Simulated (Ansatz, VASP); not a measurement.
**CuMoH6: VASP beside Ansatz**

```
CELL_PARAMETERS angstrom
4.23776 0.00000 0.00000
-2.11888 3.67001 0.00000
0.00000 0.00000 4.32788
ATOMIC_POSITIONS crystal
Cu 0.00000 0.00000 0.00000
H 0.55917 0.44083 0.50000
H 0.55917 0.11835 0.50000
H 0.88165 0.44083 0.50000
H 0.33333 0.66667 0.09634
H 0.33333 0.66667 0.90366
H 0.00000 0.00000 0.50000
Mo 0.33333 0.66667 0.50000
```

Alike in both runs: task single point; functional PBE; k mesh 6 × 6 × 4; occupations gaussian, width 0.1 eV; collinear spin.

|  | VASP | Ansatz |
| --- | --- | --- |
| version | VASP 6.6.1 | Ansatz 0.2.0 |
| potentials or method | VASP PAW PBE potentials, release 64 (Cu, H, Mo_sv), cutoff 600 eV | scalar-relativistic, plane waves, PAW |
| valence electrons in the cell | 31 | 39 |

```tsv
	VASP	Ansatz	Ansatz less VASP
gap on the k mesh at the Fermi level (eV)	none	none	-
pressure (GPa)	0.2	0.1	-0.15
traceless stress, the component that is largest in VASP (GPa)	-0.08	-0.12	-0.039
rms of the force components (eV/Å)	0.007	0.007	-0.0008
net moment per atom (μB)	0.00	0.00	0.000
```

Atom by atom the forces differ by 0.003 eV/Å (rms over components). A gap of «none» marks a metal or a gap that the smearing closes. VASP's potentials hold 31 valence electrons a cell and Ansatz's 39, so a difference there can come from the potentials and not from the codes. Ansatz's warnings: seeded moment not kept.

The k mesh is coarse, so the values compare programs but aren't converged.
